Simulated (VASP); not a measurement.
Ni, 2 atoms in the cell. The structure is hexagonal, space group P6_3/mmc (No. 194). The conventional cell has a = 2.448 Å, b = 2.448 Å, c = 4.073 Å, α = 90.00°, β = 90.00°, γ = 120.00°. Ni (site symmetry -6m2) has 12 Ni at 2.45 to 2.48 Å within 3.2 Å. This isn't the form of Ni at room conditions, which is fcc.

| Property | Result |
| --- | --- |
| Program | VASP 6.6.1 |
| Task | single point |
| Functional | LDA |
| Potentials or basis | VASP PAW LDA potentials, release 64 (Ni) |
| Cutoff | 520 eV |
| k mesh | 13 × 13 × 7 |
| Occupations | fermi-dirac, width 0.1 eV |
| Spin | collinear spin, ferromagnetic start |
| Starting moments | [2.0, 2.0] μB |
| Dipole correction | no |
| Further INCAR settings | ALGO = Normal; EDIFF = 1e-06; NBANDS = 21 |

Potentials or basis: VASP PAW LDA potentials, release 64 (Ni).

Run with:

```bash
$ cat potpaw_LDA.64/Ni/POTCAR > POTCAR
$ mpirun -np 1 vasp_std > vasp.out
```

Hardware: 1 thread of AMD EPYC 7R13, with other jobs on the host.

Task: How long does it take, and how much memory?

Result: It took 51 s on 1 thread of AMD EPYC 7R13, on a shared host, peak memory 0.13 GiB. Counts: scf iterations 13, k points 84.
